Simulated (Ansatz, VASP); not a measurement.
**Pb: VASP beside Ansatz**

```xyz
1
Lattice="3.2647 0.0000 0.0000 0.0000 3.2647 0.0000 0.0000 0.0000 3.2647" Properties=species:S:1:pos:R:3 pbc="T T T"
Pb    0.0000    0.0000    0.0000
```

Alike in both runs: functional PBE; k mesh 13 × 13 × 13; occupations fermi-dirac, width 0.05 eV; non-collinear spin, spin-orbit coupling.

Ansatz relaxed the structure, and its values are those at the end. VASP's run is a single point on that final structure, the one shown.

```csv
,VASP,Ansatz
version,VASP 6.6.1,Ansatz 0.2.0
potentials or method,"VASP PAW PBE potentials, release 64 (Pb_d)","PAW with Ansatz's default frozen-core files, fully relativistic files with spin-orbit coupling"
plane-wave cutoff (eV),520,420
valence electrons in the cell,14,14
```

|  | VASP | Ansatz | Ansatz less VASP |
| --- | --- | --- | --- |
| pressure (GPa) | 0.0 | 0.0 | -0.01 |
| net moment per atom (μB) | 0.00 | 0.00 | 0.000 |

The functional is the same, so the differences come from potentials, cutoffs and numerics.
